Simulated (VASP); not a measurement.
# Re (Im-3m) in VASP: a series of runs

The runs below take Re through relaxation of cell and atoms, single point, with LDA.

Everything below comes from runs of VASP 6.6.1. Logs are shortened: lines on timing, memory, paths and dates and some standing lists are left out, and cuts for length are marked.

**1. The cell of the first run**

The structure is cubic, space group Im-3m (No. 229). Conventional cell: a = 3.090 Å, b = 3.090 Å, c = 3.090 Å, α = 90.00°, β = 90.00°, γ = 90.00°. Re (site symmetry m-3m) has 14 Re at 2.68 to 3.09 Å within 3.5 Å.

This isn't the form of Re at room conditions, which is hcp.

**2. Relaxation of cell and atoms, LDA, target pressure 30 GPa, at which the enthalpy is minimised**

Contents of INCAR:

```
SYSTEM = Re
PREC = Accurate
ENCUT = 600
EDIFF = 1E-7
ISMEAR = 0
SIGMA = 0.05
LREAL = .False.
LASPH = .True.
NELM = 120
ALGO = Normal
ISIF = 3
LWAVE = .False.
LCHARG = .False.
IBRION = 2
NSW = 80
EDIFFG = -0.01
PSTRESS = 300.0
GGA_COMPAT = .False.
NELMIN = 4
```

Contents of KPOINTS:

```
regular mesh
0
Gamma
  10 10 10
  0 0 0
```

Contents of POSCAR:

```
Re
1.0
   -1.5450000000      1.5450000000      1.5450000000
    1.5450000000     -1.5450000000      1.5450000000
    1.5450000000      1.5450000000     -1.5450000000
Re
1
Direct
    0.0000000000      0.0000000000      0.0000000000
```

Potentials or basis: VASP PAW LDA potentials, release 64 (Re).

Command:

```bash
cat potpaw_LDA.64/Re/POTCAR > POTCAR
mpirun -np 1 vasp_std > vasp.out
```

OUTCAR:

```text
SYSTEM = Re
   PREC = Accurate
   ENCUT = 600
   EDIFF = 1E-7
   ISMEAR = 0
   LREAL = .False.
   LASPH = .True.
   NELM = 120
   ISIF = 3
   IBRION = 2
   NSW = 80
   EDIFFG = -0.01
   PSTRESS = 300.0
   NELMIN = 4

 ion  position               nearest neighbor table
   1  0.000  0.000  0.000-

  LATTYP: Found a body centered cubic cell.
 ALAT       =     3.0900000000

  Lattice vectors:

 A1 = (  -1.5450000000,   1.5450000000,   1.5450000000)
 A2 = (   1.5450000000,  -1.5450000000,   1.5450000000)
 A3 = (   1.5450000000,   1.5450000000,  -1.5450000000)

Analysis of symmetry for initial positions (statically):
=====================================================================
 Subroutine PRICEL returns:
 Original cell was already a primitive cell.

 Routine SETGRP: Setting up the symmetry group for a
 body centered cubic supercell.

 Subroutine GETGRP returns: Found 48 space group operations
 (whereof 48 operations were pure point group operations)
 out of a pool of 48 trial point group operations.

The static configuration has the point symmetry O_h .

Analysis of symmetry for dynamics (positions and initial velocities):
=====================================================================
 Subroutine PRICEL returns:
 Original cell was already a primitive cell.

 Routine SETGRP: Setting up the symmetry group for a
 body centered cubic supercell.

 Subroutine GETGRP returns: Found 48 space group operations
 (whereof 48 operations were pure point group operations)
 out of a pool of 48 trial point group operations.

The dynamic configuration has the point symmetry O_h .

 Subroutine INISYM returns: Found 48 space group operations
 (whereof 48 operations are pure point group operations),
 and found     1 'primitive' translations

----------------------------------------------------------------------------------------

                                     Primitive cell

  volume of cell :      14.7518

  direct lattice vectors                    reciprocal lattice vectors
    -1.545000000  1.545000000  1.545000000     0.000000000  0.323624595  0.323624595
     1.545000000 -1.545000000  1.545000000     0.323624595  0.000000000  0.323624595
     1.545000000  1.545000000 -1.545000000     0.323624595  0.323624595  0.000000000

  length of vectors
     2.676018498  2.676018498  2.676018498     0.457674292  0.457674292  0.457674292

  position of ions in fractional coordinates (direct lattice)
     0.000000000  0.000000000  0.000000000

  ion indices of the primitive-cell ions
   primitive index   ion index
                 1           1

----------------------------------------------------------------------------------------

 KPOINTS: regular mesh

Automatic generation of k-mesh.
 Grid dimensions read from file:
 generate k-points for:   10   10   10

 Generating k-lattice:

  Cartesian coordinates                     Fractional coordinates (reciprocal lattice)
     0.000000000  0.032362460  0.032362460     0.100000000  0.000000000  0.000000000
     0.032362460  0.000000000  0.032362460     0.000000000  0.100000000  0.000000000
     0.032362460  0.032362460  0.000000000     0.000000000  0.000000000  0.100000000

  Length of vectors
     0.045767429  0.045767429  0.045767429

  Shift w.r.t. Gamma in fractional coordinates (k-lattice)
     0.000000000  0.000000000  0.000000000

 Subroutine IBZKPT returns following result:
 ===========================================

 Found     47 irreducible k-points:

 Following reciprocal coordinates:
            Coordinates               Weight
  0.000000  0.000000  0.000000      1.000000
  0.100000  0.000000  0.000000     12.000000
  0.200000  0.000000  0.000000     12.000000
  0.300000  0.000000  0.000000     12.000000
  0.400000  0.000000  0.000000     12.000000
  0.500000  0.000000  0.000000      6.000000
[... 16 lines left out ...]
  0.300000  0.300000  0.100000      8.000000
 -0.300000  0.300000  0.100000     24.000000
 [... further k-points ...]
   k-points           NKPTS =     47   k-points in BZ     NKDIM =     47   number of bands    NBANDS=      7
   number of dos      NEDOS =    301   number of ions     NIONS =      1
   total plane-waves  NPLWV =  13824
   dimension x,y,z NGX =    24 NGY =   24 NGZ =   24
   dimension x,y,z NGXF=    48 NGYF=   48 NGZF=   48
   ions per type =               1
   NGX,Y,Z   is equivalent  to a cutoff of  14.91, 14.91, 14.91 a.u.
   NGXF,Y,Z  is equivalent  to a cutoff of  29.82, 29.82, 29.82 a.u.
 SYSTEM =  Re
   PREC   = accura    normal or accurate (medium, high low for compatibility)
   ISTART =      0    job   : 0-new  1-cont  2-samecut
   ICHARG =      2    charge: 1-file 2-atom 10-const
   ISPIN  =      1    spin polarized calculation?
   LNONCOLLINEAR =      F non collinear calculations
   LSORBIT =      F    spin-orbit coupling
   LASPH  =      T    aspherical Exc in radial PAW
   ENCUT  =  600.0 eV  44.10 Ry    6.64 a.u.   5.34  5.34  5.34*2*pi/ulx,y,z
   NELM   =    120;   NELMIN=  4; NELMDL= -5     # of ELM steps
   EDIFF  = 0.1E-06   stopping-criterion for ELM
   LREAL  =      F    real-space projection
   EDIFFG = -.1E-01   stopping-criterion for IOM
   NSW    =     80    number of steps for IOM
   IBRION =      2    ionic relax: 0-MD 1-quasi-New 2-CG
   NFREE  =      1    steps in history (QN), initial steepest desc. (CG)
   ISIF   =      3    stress and relaxation
   ISYM   =      2    0-nonsym 1-usesym 2-fastsym
   POTIM  = 0.5000    time-step for ionic-motion
   TEBEG  =    0.0;   TEEND  =   0.0 temperature during run
   PSTRESS=  300.0 pullay stress
   NELECT =       7.0000    total number of electrons
   NUPDOWN=      -1.0000    fix difference up-down
   EMIN   =  10.00;   EMAX   =-10.00  energy-range for DOS
   EFERMI =   0.00;   METHOD = LEGACY
   ISMEAR =     0;   SIGMA  =   0.05  broadening in eV -4-tet -1-fermi 0-gaus
   EFERMI_NEDOS =   21; number of points for ismear=-14 and -15
   IALGO  =     38    algorithm
   IMIX   =      4    mixing-type and parameters
     AMIX     =   0.40;   BMIX     =  1.00
     AMIX_MAG =   1.60;   BMIX_MAG =  1.00
  volume/ion in A,a.u.               =      14.75        99.55
  Fermi-wavevector in a.u.,A,eV,Ry     =   1.276906  2.413003 22.184159  1.630490
  Thomas-Fermi vector in A             =   2.409536
   LORBIT       =      0    0 simple, 1 ext, 2 COOP (PROOUT), +10 PAW based schemes
   GGA     = CA    functional components
   LHFCALC =     F    Hartree Fock is set to
   AEXX    =    0.0000 exact exchange contribution
   IVDW    =     0    specifies the selected vdW correction
   LEPSILON=     F    determine dielectric tensor
   LRPA    =     F    only Hartree local field effects (RPA)
 conjugate gradient relaxation of ions
 non-spin polarized calculation
 Gauss-broadening in eV      SIGMA  =   0.05
  energy-cutoff  :      600.00
  volume of cell :       14.75
 maximum number of plane-waves:       531
 NGX is ok and might be reduce to    24
   NGX = 11   NGY = 11   NGZ = 11

--------------------------------------- Ionic step        1  -------------------------------------------

 number of electron       7.0000000 magnetization

 Free energy of the ion-electron system (eV)
  ---------------------------------------------------
  ext. energy  EPLUGINS =         0.00000000
  ---------------------------------------------------
  free energy    TOTEN  =       -13.42523216 eV

  energy without entropy =      -13.42348312  energy(sigma->0) =      -13.42435764

------------------------ aborting loop because EDIFF is reached ----------------------------------------

  FORCE on cell =-STRESS in cart. coord.  units (eV):
  Direction    XX          YY          ZZ          XY          YZ          ZX
  --------------------------------------------------------------------------------------
  -------------------------------------------------------------------------------------
  Total       -0.5930667     -0.5930667     -0.5930667      0.0000000      0.0000000     -0.0000000
  in kB      -64.4122864    -64.4122864    -64.4122864      0.0000000      0.0000000     -0.0000000
  external PRESSURE =    -364.4122864 kB  Pullay stress =     300.0000000 kB

 VOLUME and BASIS-vectors are now :
 -----------------------------------------------------------------------------
  energy-cutoff  :      600.00
  volume of cell :       14.75
      direct lattice vectors                 reciprocal lattice vectors
    -1.545000000  1.545000000  1.545000000     0.000000000  0.323624595  0.323624595
     1.545000000 -1.545000000  1.545000000     0.323624595  0.000000000  0.323624595
     1.545000000  1.545000000 -1.545000000     0.323624595  0.323624595  0.000000000
[... 7 lines left out ...]
  FREE ENERGIE OF THE ION-ELECTRON SYSTEM (eV)
  ---------------------------------------------------
  free  energy   TOTEN  =       -13.4252321631 eV

  energy  without entropy=      -13.4234831167  energy(sigma->0) =      -13.42435764

  enthalpy is  TOTEN    =       -10.6630258410 eV   P V=        2.7622063221

--------------------------------------- Ionic step        2  -------------------------------------------

 number of electron       7.0000000 magnetization

 E-fermi :  17.5373     XC(G=0): -16.8606

 val. band max:       17.5312014562   @ k =  -0.4000   0.5000   0.2000
 cond. band min:      17.6368320285   @ k =  -0.3000   0.5000   0.1000
 fundamental gap:      0.1056305723
 Fermi energy:        17.5372876476

 k-point     1 :       0.0000    0.0000    0.0000
  band No.  band energies     occupation
      1       3.3354      2.00000
      2      12.1363      2.00000
      3      12.1363      2.00000
      4      12.1363      2.00000
      5      18.4331      0.00000
      6      18.4331      0.00000
      7      33.5677      0.00000

 k-point     2 :       0.1000    0.0000    0.0000
  band No.  band energies     occupation
      1       4.2903      2.00000
      2      11.5287      2.00000
      3      12.0273      2.00000
      4      13.1278      2.00000
      5      17.4943      1.77646
      6      18.4225      0.00000
      7      34.4673      0.00000
[... 322 lines left out ...]
  FREE ENERGIE OF THE ION-ELECTRON SYSTEM (eV)
  ---------------------------------------------------
  free  energy   TOTEN  =       -13.3687721115 eV

  energy  without entropy=      -13.3667768691  energy(sigma->0) =      -13.36777449

  enthalpy is  TOTEN    =       -10.8019502450 eV   P V=        2.5668218666

--------------------------------------- Ionic step        5  -------------------------------------------

 number of electron       7.0000000 magnetization

 Free energy of the ion-electron system (eV)
  ---------------------------------------------------
  ext. energy  EPLUGINS =         0.00000000
  ---------------------------------------------------
  free energy    TOTEN  =       -13.34976439 eV

  energy without entropy =      -13.34775943  energy(sigma->0) =      -13.34876191

 E-fermi :   9.7640     XC(G=0): -14.2755

 val. band max:        9.7528376357   @ k =   0.2000   0.2000   0.0000
 cond. band min:       9.8897966941   @ k =   0.2000   0.0000   0.0000
 fundamental gap:      0.1369590584
 Fermi energy:         9.7639894925

 k-point     1 :       0.0000    0.0000    0.0000
  band No.  band energies     occupation
      1      -1.4472      2.00000
      2       6.8427      2.00000
      3       6.8427      2.00000
      4       6.8427      2.00000
      5      10.6647      0.00000
      6      10.6647      0.00000
      7      25.6064      0.00000

 k-point     2 :       0.1000    0.0000    0.0000
  band No.  band energies     occupation
      1      -0.9155      2.00000
      2       6.5399      2.00000
      3       6.7791      2.00000
      4       7.3726      2.00000
      5      10.2452      0.00000
      6      10.6807      0.00000
      7      26.0149      0.00000
[... 242 lines left out ...]
 POSITION                                       TOTAL-FORCE (eV/Angst)
 -----------------------------------------------------------------------------------
      0.00000     -0.00000      0.00000        -0.000000     -0.000000      0.000000
 -----------------------------------------------------------------------------------
    total drift:                               -0.000000      0.000000     -0.000000

  FREE ENERGIE OF THE ION-ELECTRON SYSTEM (eV)
  ---------------------------------------------------
  free  energy   TOTEN  =       -13.3497643857 eV

  energy  without entropy=      -13.3477594262  energy(sigma->0) =      -13.34876191

  enthalpy is  TOTEN    =       -10.8033396404 eV   P V=        2.5464247453

 reached required accuracy - stopping structural energy minimisation
```

Wall time 16 s (1 thread of Intel Xeon Platinum 8259CL at 2.50GHz (Skylake/Cascade Lake), shared host); peak memory 0.16 GiB.

What came out:

```yaml
Free_energy: -13.3498 eV
Relaxed_volume: 13.60 Å³/atom
Relaxed_cell: a = 2.604 Å, b = 2.604 Å, c = 2.604 Å, α = 109.47°, β = 109.47°, γ = 109.47°
Space_group_after_relaxing_to_0.1_Å: Im-3m (No. 229)
Energy_change_on_relaxing_the_run_minimises_the_enthalpy: +75.5 meV/atom
Ionic_steps: 5
Pressure_after_relaxing: 30.1 GPa
Band_gap_on_the_k_mesh: zero (an odd number of electrons rules out a gap without spin polarisation)
```

The path:
| step | energy change (eV) | largest force (eV/Å) | pressure (GPa) | volume (Å³) |
| --- | --- | --- | --- | --- |
| 1 | 0.0000 | 0.0000 | -6.44 | 14.75 |
| 2 | 7.1940 | 0.0000 | 609.57 | 8.69 |
| 3 | 0.0337 | 0.0000 | 20.11 | 13.87 |
| 4 | 0.0565 | 0.0000 | 25.89 | 13.71 |
| 5 | 0.0755 | 0.0000 | 30.06 | 13.60 |

Final structure:
```yaml
crystal:
  lattice:
    - [-1.50367, 1.50367, 1.50367]
    - [1.50367, -1.50367, 1.50367]
    - [1.50367, 1.50367, -1.50367]
  atoms:
    - { symbol: Re, position: [0.00000, 0.00000, 0.00000] }
```

Levels at points of the mesh, in eV from the Fermi level:
```
           k point  band 1  band 2  band 3  band 4  band 5  band 6  band 7
(0.00, 0.00, 0.00)  -11.21   -2.92   -2.92   -2.92    0.90    0.90   15.84
(0.50, 0.00, 0.00)   -8.13   -5.46    0.38    0.84    1.83    5.27   11.49
(0.50, 0.50, 0.50)   -7.90   -7.90    4.17    4.17    4.17    8.76    8.76
```

Caveat: the cell is relaxed towards a set pressure, so the run minimises the enthalpy, not the energy; spin-orbit coupling is left out, which moves the levels of the heavy elements.

(Part 1 of 2 ends here.)
